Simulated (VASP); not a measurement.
A run of VASP 6.6.1:

The input INCAR:

```
SYSTEM = Te2Mo
PREC     = Accurate       ! precision mode
ENCUT    = 520            ! plane-wave cutoff, eV
EDIFF    = 1E-7           ! SCF threshold, eV
ISMEAR   = 0              ! smearing method
SIGMA    = 0.02           ! smearing width, eV
LREAL    = .FALSE.        ! projectors in reciprocal space
LASPH    = .TRUE.         ! aspherical terms in the spheres
NELM     = 80             ! most SCF steps
ALGO     = Normal         ! electronic algorithm
ISIF     = 2              ! what is computed and relaxed
LWAVE    = .FALSE.        ! write WAVECAR
LCHARG   = .FALSE.        ! write CHGCAR
GGA      = PE             ! functional
IVDW     = 12             ! dispersion correction
NBANDS   = 35             ! bands
```

File KPOINTS:

```
regular mesh
0
G
  12 12 2
  0 0 0
```

File POSCAR:

```
Te2Mo
1.0
    3.4713180904      0.0000000000      0.0000000000
   -1.7356590452      3.0062496509      0.0000000000
    0.0000000000      0.0000000000     13.4825725148
Te Mo
4 2
Direct
    0.3333333333      0.6666666667      0.6149943722
    0.6666666667      0.3333333333      0.1149943722
    0.3333333333      0.6666666667      0.8850056278
    0.6666666667      0.3333333333      0.3850056278
    0.3333333333      0.6666666667      0.2500000000
    0.6666666667      0.3333333333      0.7500000000
```

Potentials or basis: VASP PAW PBE potentials, release 64 (Te, Mo_sv).

Command:

```bash
$ cat potpaw_PBE.64/Te/POTCAR potpaw_PBE.64/Mo_sv/POTCAR > POTCAR
$ mpirun -np 1 vasp_std > vasp.out
```

Hardware: 1 thread of Intel(R) Xeon(R) 6975P-C (Granite Rapids), on a shared host.

**Question.** How long does it take, and how much memory?

**Answer.** Run time: 110 s on 1 thread of Intel(R) Xeon(R) 6975P-C (Granite Rapids) (shared host), peak memory 0.35 GiB. Counts: scf iterations 18, k points 38.
